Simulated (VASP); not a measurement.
# HoO3 (P-3m1) in VASP: further runs

Runs on HoO3. Level: PBE. Tasks: single point, relaxation of cell and atoms.

Everything below comes from runs of VASP 6.6.1. Logs are shortened: lines on timing, memory, paths and dates and some standing lists are left out, and cuts for length are marked.

## 1. The cell of the first run

The structure is trigonal, space group P-3m1 (No. 164). The conventional cell has a = 3.671 Å, b = 3.671 Å, c = 4.048 Å, α = 90.00°, β = 90.00°, γ = 120.00°. Within 2.7 Å of Ho (site symmetry -3m) lie 8 O at 2.02 to 2.17 Å. O (site symmetry 3m) has 3 Ho at 2.17 Å and 6 O at 2.30 to 2.64 Å within 2.9 Å. Within 2.7 Å of O (site symmetry -3m) lie 2 Ho at 2.02 Å and 6 O at 2.64 Å.

The cell was generated, and may not be a known phase.

## 2. Single point, PBE

INCAR

```
  PREC = Accurate
  ENCUT = 600
  EDIFF = 1E-6
  ISMEAR = 0
  SIGMA = 0.1
  LREAL = False
  LASPH = True
  NELM = 200
  ALGO = Normal
  ISIF = 2
  LWAVE = False
  LCHARG = False
  GGA = PE
  NBANDS = 22
  GGA_COMPAT = False
  LMAXMIX = 6
```

KPOINTS

```
Automatic mesh
0
Gamma
  6 6 4
```

POSCAR

```
HoO3
1.0
    3.6712506800      0.0000000000      0.0000000000
   -1.8356253400      3.1793963500      0.0000000000
    0.0000000000      0.0000000000      4.0477200200
Ho O
1 3
Direct
    0.0000000000      0.0000000000      0.5000000000
    0.3333333300      0.6666666700      0.6099893500
    0.6666666700      0.3333333300      0.3900106500
    0.0000000000      0.0000000000      0.0000000000
```

Potentials or basis: VASP PAW PBE potentials, release 64 (Ho_3, O), 4f in core.

The run is started by

```bash
> cat potpaw_PBE.64/Ho_3/POTCAR potpaw_PBE.64/O/POTCAR > POTCAR
> mpirun -np 1 vasp_std > vasp.out
```

OUTCAR:

```text
PREC = Accurate
   ENCUT = 600
   EDIFF = 1E-6
   ISMEAR = 0
   LREAL = False
   LASPH = True
   NELM = 200
   ISIF = 2
   GGA = PE

 ion  position               nearest neighbor table
   1  0.000  0.000  0.500-   4 2.02   4 2.02   2 2.17   3 2.17   2 2.17   3 2.17   3 2.17   2 2.17

   2  0.333  0.667  0.610-   1 2.17   1 2.17   1 2.17
   3  0.667  0.333  0.390-   1 2.17   1 2.17   1 2.17
   4  0.000  0.000  0.000-   1 2.02   1 2.02

  LATTYP: Found a hexagonal cell.
 ALAT       =     3.6712506800
 C/A-ratio  =     1.1025452558

  Lattice vectors:

 A1 = (   3.6712506800,   0.0000000000,   0.0000000000)
 A2 = (  -1.8356253400,   3.1793963500,   0.0000000000)
 A3 = (   0.0000000000,   0.0000000000,   4.0477200200)

Analysis of symmetry for initial positions (statically):
=====================================================================
 Subroutine PRICEL returns:
 Original cell was already a primitive cell.

 Routine SETGRP: Setting up the symmetry group for a
 hexagonal supercell.

 Subroutine GETGRP returns: Found 12 space group operations
 (whereof 12 operations were pure point group operations)
 out of a pool of 24 trial point group operations.

The static configuration has the point symmetry D_3d.

Analysis of symmetry for dynamics (positions and initial velocities):
=====================================================================
 Subroutine PRICEL returns:
 Original cell was already a primitive cell.

 Routine SETGRP: Setting up the symmetry group for a
 hexagonal supercell.

 Subroutine GETGRP returns: Found 12 space group operations
 (whereof 12 operations were pure point group operations)
 out of a pool of 24 trial point group operations.

The dynamic configuration has the point symmetry D_3d.

 Subroutine INISYM returns: Found 12 space group operations
 (whereof 12 operations are pure point group operations),
 and found     1 'primitive' translations

----------------------------------------------------------------------------------------

                                     Primitive cell

  volume of cell :      47.2464

  direct lattice vectors                    reciprocal lattice vectors
     3.671250680  0.000000000  0.000000000     0.272386739  0.157262557  0.000000000
    -1.835625340  3.179396350  0.000000000     0.000000000  0.314525114  0.000000000
     0.000000000  0.000000000  4.047720020     0.000000000  0.000000000  0.247052661

  length of vectors
     3.671250680  3.671250678  4.047720020     0.314525114  0.314525114  0.247052661

  position of ions in fractional coordinates (direct lattice)
     0.000000000  0.000000000  0.500000000
     0.333333330  0.666666670  0.609989350
     0.666666670  0.333333330  0.390010650
     0.000000000  0.000000000  0.000000000

  ion indices of the primitive-cell ions
   primitive index   ion index
                 1           1
                 2           2
                 3           3
                 4           4

----------------------------------------------------------------------------------------

 KPOINTS: Automatic mesh

Automatic generation of k-mesh.
 Grid dimensions read from file:
 generate k-points for:    6    6    4

 Generating k-lattice:

  Cartesian coordinates                     Fractional coordinates (reciprocal lattice)
     0.045397790  0.026210426  0.000000000     0.166666667  0.000000000  0.000000000
     0.000000000  0.052420852  0.000000000     0.000000000  0.166666667  0.000000000
     0.000000000  0.000000000  0.061763165     0.000000000  0.000000000  0.250000000

  Length of vectors
     0.052420852  0.052420852  0.061763165

  Shift w.r.t. Gamma in fractional coordinates (k-lattice)
     0.000000000  0.000000000  0.000000000

 Subroutine IBZKPT returns following result:
 ===========================================

 Found     24 irreducible k-points:

 Following reciprocal coordinates:
            Coordinates               Weight
  0.000000  0.000000  0.000000      1.000000
  0.166667 -0.000000  0.000000      6.000000
  0.333333  0.000000  0.000000      6.000000
  0.500000  0.000000  0.000000      3.000000
  0.166667  0.166667  0.000000      6.000000
  0.333333  0.166667  0.000000     12.000000
[... 16 lines left out ...]
  0.333333  0.166667  0.500000     12.000000
  0.333333  0.333333  0.500000      2.000000
   k-points           NKPTS =     24   k-points in BZ     NKDIM =     24   number of bands    NBANDS=     22
   number of dos      NEDOS =    301   number of ions     NIONS =      4
   total plane-waves  NPLWV =  28800
   dimension x,y,z NGX =    30 NGY =   30 NGZ =   32
   dimension x,y,z NGXF=    60 NGYF=   60 NGZF=   64
   ions per type =               1   3
   NGX,Y,Z   is equivalent  to a cutoff of  13.58, 13.58, 13.14 a.u.
   NGXF,Y,Z  is equivalent  to a cutoff of  27.17, 27.17, 26.29 a.u.
 SYSTEM =  unknown system
   PREC   = accura    normal or accurate (medium, high low for compatibility)
   ISTART =      0    job   : 0-new  1-cont  2-samecut
   ICHARG =      2    charge: 1-file 2-atom 10-const
   ISPIN  =      1    spin polarized calculation?
   LNONCOLLINEAR =      F non collinear calculations
   LSORBIT =      F    spin-orbit coupling
   LASPH  =      T    aspherical Exc in radial PAW
   ENCUT  =  600.0 eV  44.10 Ry    6.64 a.u.   7.33  7.33  8.08*2*pi/ulx,y,z
   NELM   =    200;   NELMIN=  2; NELMDL= -5     # of ELM steps
   EDIFF  = 0.1E-05   stopping-criterion for ELM
   LREAL  =      F    real-space projection
   EDIFFG = 0.1E-04   stopping-criterion for IOM
   NSW    =      0    number of steps for IOM
   IBRION =     -1    ionic relax: 0-MD 1-quasi-New 2-CG
   NFREE  =      0    steps in history (QN), initial steepest desc. (CG)
   ISIF   =      2    stress and relaxation
   ISYM   =      2    0-nonsym 1-usesym 2-fastsym
   POTIM  = 0.5000    time-step for ionic-motion
   TEBEG  =    0.0;   TEEND  =   0.0 temperature during run
   PSTRESS=    0.0 pullay stress
   NELECT =      27.0000    total number of electrons
   NUPDOWN=      -1.0000    fix difference up-down
   EMIN   =  10.00;   EMAX   =-10.00  energy-range for DOS
   EFERMI =   0.00;   METHOD = LEGACY
   ISMEAR =     0;   SIGMA  =   0.10  broadening in eV -4-tet -1-fermi 0-gaus
   EFERMI_NEDOS =   21; number of points for ismear=-14 and -15
   IALGO  =     38    algorithm
   IMIX   =      4    mixing-type and parameters
     AMIX     =   0.40;   BMIX     =  1.00
     AMIX_MAG =   1.60;   BMIX_MAG =  1.00
  volume/ion in A,a.u.               =      11.81        79.71
  Fermi-wavevector in a.u.,A,eV,Ry     =   1.358542  2.567272 25.111402  1.845636
  Thomas-Fermi vector in A             =   2.485366
   LORBIT       =      0    0 simple, 1 ext, 2 COOP (PROOUT), +10 PAW based schemes
   GGA     = PE    functional components
   LHFCALC =     F    Hartree Fock is set to
   AEXX    =    0.0000 exact exchange contribution
   IVDW    =     0    specifies the selected vdW correction
   LEPSILON=     F    determine dielectric tensor
   LRPA    =     F    only Hartree local field effects (RPA)
 non-spin polarized calculation
 Gauss-broadening in eV      SIGMA  =   0.10
  energy-cutoff  :      600.00
  volume of cell :       47.25
 maximum number of plane-waves:      1600
 NGX is ok and might be reduce to    30
   NGX = 15   NGY = 15   NGZ = 17

 number of electron      26.9999993 magnetization

 Free energy of the ion-electron system (eV)
  ---------------------------------------------------
  ext. energy  EPLUGINS =         0.00000000
  ---------------------------------------------------
  free energy    TOTEN  =       -23.07989824 eV

  energy without entropy =      -23.04081358  energy(sigma->0) =      -23.06035591

 E-fermi :   0.7083     XC(G=0): -10.7863

 val. band max:        0.6958042915   @ k =   0.3333   0.3333   0.0000
 cond. band min:       0.7086618733   @ k =   0.3333   0.0000   0.5000
 fundamental gap:      0.0128575818
 Fermi energy:         0.7083226311

 k-point     1 :       0.0000    0.0000    0.0000
  band No.  band energies     occupation
      1     -19.7667      2.00000
      2     -19.0780      2.00000
      3     -19.0780      2.00000
      4     -17.2681      2.00000
      5     -15.8472      2.00000
      6     -14.5032      2.00000
[... 14 lines left out ...]
     21      15.0924      0.00000
     22      15.2748      0.00000

 k-point     2 :       0.1667   -0.0000    0.0000
  band No.  band energies     occupation
      1     -19.8587      2.00000
      2     -19.7153      2.00000
      3     -19.1319      2.00000
      4     -16.3792      2.00000
      5     -15.7235      2.00000
      6     -14.7611      2.00000
[... 14 lines left out ...]
     21      14.5231      0.00000
     22      15.0182      0.00000

 k-point     3 :       0.3333    0.0000    0.0000
  band No.  band energies     occupation
      1     -20.7016      2.00000
      2     -19.6228      2.00000
      3     -19.2369      2.00000
      4     -15.9858      2.00000
      5     -15.5956      2.00000
      6     -14.3161      2.00000
[... 14 lines left out ...]
     21      13.7578      0.00000
     22      14.6138      0.00000

 k-point     4 :       0.5000    0.0000    0.0000
  band No.  band energies     occupation
      1     -21.0108      2.00000
      2     -19.5696      2.00000
      3     -19.2881      2.00000
      4     -16.0185      2.00000
      5     -15.7329      2.00000
      6     -13.6939      2.00000
[... 14 lines left out ...]
     21      13.6670      0.00000
     22      14.4211      0.00000

 k-point     5 :       0.1667    0.1667    0.0000
  band No.  band energies     occupation
      1     -20.4386      2.00000
      2     -19.6771      2.00000
      3     -19.3474      2.00000
      4     -15.9598      2.00000
      5     -15.0665      2.00000
      6     -15.0176      2.00000
[... 417 lines left out ...]
 k-point    22 :       0.1667    0.1667    0.5000
  band No.  band energies     occupation
      1     -20.8516      2.00000
      2     -20.4062      2.00000
      3     -19.3451      2.00000
      4     -15.1160      2.00000
      5     -15.0573      2.00000
      6     -13.0972      2.00000
[... 14 lines left out ...]
     21      14.7900      0.00000
     22      15.7054      0.00000

 k-point    23 :       0.3333    0.1667    0.5000
  band No.  band energies     occupation
      1     -20.8371      2.00000
      2     -20.7183      2.00000
      3     -19.6737      2.00000
      4     -15.2762      2.00000
      5     -14.0906      2.00000
      6     -13.0841      2.00000
[... 14 lines left out ...]
     21      15.1815      0.00000
     22      16.3698      0.00000

 k-point    24 :       0.3333    0.3333    0.5000
  band No.  band energies     occupation
      1     -20.7593      2.00000
      2     -20.3998      2.00000
      3     -20.3998      2.00000
      4     -14.4672      2.00000
      5     -14.4672      2.00000
      6     -13.0805      2.00000
[... 14 lines left out ...]
     21      15.2713      0.00000
     22      16.3594      0.00000

------------------------ aborting loop because EDIFF is reached ----------------------------------------

  FORCE on cell =-STRESS in cart. coord.  units (eV):
  Direction    XX          YY          ZZ          XY          YZ          ZX
  --------------------------------------------------------------------------------------
  -------------------------------------------------------------------------------------
  Total       10.6461242     10.6461242     10.5289687      0.0000000     -0.0000000     -0.0000000
  in kB      361.0213917    361.0213912    357.0485217      0.0000000     -0.0000000     -0.0000000
  external PRESSURE =     359.6971015 kB  Pullay stress =       0.0000000 kB

 VOLUME and BASIS-vectors are now :
 -----------------------------------------------------------------------------
  energy-cutoff  :      600.00
  volume of cell :       47.25
      direct lattice vectors                 reciprocal lattice vectors
     3.671250680  0.000000000  0.000000000     0.272386739  0.157262557  0.000000000
    -1.835625340  3.179396350  0.000000000     0.000000000  0.314525114  0.000000000
     0.000000000  0.000000000  4.047720020     0.000000000  0.000000000  0.247052661

 POSITION                                       TOTAL-FORCE (eV/Angst)
 -----------------------------------------------------------------------------------
      0.00000      0.00000      2.02386         0.000000      0.000000      0.000000
     -0.00000      2.11960      2.46907         0.000000      0.000000      1.132119
      1.83563      1.05980      1.57865        -0.000000      0.000000     -1.132119
      0.00000      0.00000      0.00000         0.000000      0.000000      0.000000
 -----------------------------------------------------------------------------------
    total drift:                                0.000000     -0.000000      0.000000

  FREE ENERGIE OF THE ION-ELECTRON SYSTEM (eV)
  ---------------------------------------------------
  free  energy   TOTEN  =       -23.0798982373 eV

  energy  without entropy=      -23.0408135818  energy(sigma->0) =      -23.06035591
```

Wall time 23 s (1 thread of Intel Xeon 6975P-C (Granite Rapids), shared host); peak memory 0.19 GiB.

Results:

* Free energy: -23.0799 eV
* Pressure: 36.0 GPa
* Largest force: 1.132 eV/Å
* Band gap on the k mesh: zero (an odd number of electrons rules out a gap without spin polarisation)

Forces on the atoms (eV/Å):
```
Ho   0.000  0.000  0.000
O    0.000  0.000  1.132
O    0.000  0.000 -1.132
O    0.000  0.000  0.000
```

Levels at points of the mesh, in eV from the Fermi level:
```csv
k point,band 10,band 11,band 12,band 13,band 14,band 15,band 16,band 17
"(0.00, 0.00, 0.00)",-1.21,-0.87,-0.87,0.22,0.45,0.45,7.77,7.77
"(0.50, 0.00, 0.00)",-1.41,-1.32,-1.13,-0.71,0.11,0.53,7.68,7.92
"(0.00, 0.00, 0.50)",-1.92,-1.34,-1.34,-0.81,0.28,0.28,9.67,9.67
"(0.50, 0.00, 0.50)",-2.06,-1.98,-1.91,-0.26,0.03,0.11,9.38,9.50
```

Caveat: the k points lie up to 0.39 Å⁻¹ apart, too coarse for converged energies and pressures of a metal; spin-orbit coupling is left out, which moves the levels of the heavy elements; the 4f electrons are frozen in the core, so they carry no moment and show no levels; an odd number of electrons without spin polarisation forces a metal; a magnetic or distorted state may lie lower; the run has no spin polarisation, though such a crystal can be magnetic.

[end of part 1 of 3]

The gap in the log of VASP goes by the Fermi energy; the results here count the filled bands.